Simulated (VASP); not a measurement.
Cu:

```
Cu
1.0
     2.11201    0.00000    0.00000
    -1.05600    1.82905    0.00000
     0.00000    0.00000    2.02087
Cu
1
Direct
  0.00000 0.00000 0.00000
```

Base run:

| Item | Value |
| --- | --- |
| Program | VASP 6.6.1 |
| Functional | PBE |
| Potentials or basis | VASP PAW PBE potentials, release 64 (Cu_sv_GW) |
| Cutoff | 700 eV |
| k mesh | 17 × 17 × 16 |
| Occupations | fermi-dirac, width 0.05 eV |
| Spin | no spin polarisation |

Its results: pressure 205.9 GPa.

Task: The run is repeated on the same cell with these changes: potentials or basis from VASP PAW PBE potentials, release 64 (Cu_sv_GW) to VASP PAW PBE potentials, release 64 (Cu); cutoff from 700 eV to 520 eV; further incar settings from ALGO = Normal; EDIFF = 1e-06; NBANDS = 16 to ALGO = Normal; EDIFF = 1e-07; NBANDS = 12; valence electrons from 19 to 11. What comes out?

Result: Pressure 213.8 GPa.
